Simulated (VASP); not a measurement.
Wanted: the native input for a VASP 6.6.1 run.

```yaml
Task: single point
Functional: PBE
Potentials_or_basis: VASP PAW PBE potentials, release 64 (Mg, Cd, Te)
Cutoff: 520 eV
k_mesh: 6 × 6 × 2
Occupations: gaussian, width 0.1 eV
Spin: no spin polarisation
Dipole_correction: no
Further_INCAR_settings: ALGO = Normal; EDIFF = 1e-06; NBANDS = 31
```

The structure of MgCd2Te3 lies in POSCAR:

```
MgCd2Te3
1.0
    4.3003172900      0.0000000000      0.0000000000
   -2.1501586500      3.7241840200      0.0000000000
    0.0000000000      0.0000000000     10.5335831000
Mg Cd Te
1 2 3
Direct
    0.3333333300      0.6666666700      0.6666666700
    0.0000000000      0.0000000000      0.0000000000
    0.6666666700      0.3333333300      0.3333333300
    0.0000000000      0.0000000000      0.7500000000
    0.3333333300      0.6666666700      0.4166666700
    0.6666666700      0.3333333300      0.0833333300
```

These files were run (other wordings do the same):

INCAR

```
  PREC = Accurate
  ENCUT = 520
  EDIFF = 1E-6
  ISMEAR = 0
  SIGMA = 0.1
  LREAL = False
  LASPH = True
  NELM = 100
  ALGO = Normal
  ISIF = 2
  LWAVE = False
  LCHARG = False
  GGA = PE
  NBANDS = 31
```

KPOINTS

```
regular mesh
0
Gamma
  6 6 2
```

Potentials or basis: VASP PAW PBE potentials, release 64 (Mg, Cd, Te).

Command:

```sh
$ cat potpaw_PBE.64/Mg/POTCAR potpaw_PBE.64/Cd/POTCAR potpaw_PBE.64/Te/POTCAR > POTCAR
$ mpirun -np 1 vasp_std > vasp.out
```

It gave:

```json
{"Pressure": "14.6 GPa", "Largest force": "0.655 eV/Å", "Band gap on the k mesh": "1.77 eV"}
```

Caveat: the cell stands under pressure; spin-orbit coupling is left out, which moves the levels of the heavy elements.

Wall time 38 s on 1 thread of Intel(R) Xeon(R) 6975P-C (Granite Rapids) (shared host), peak memory 0.3 GiB.
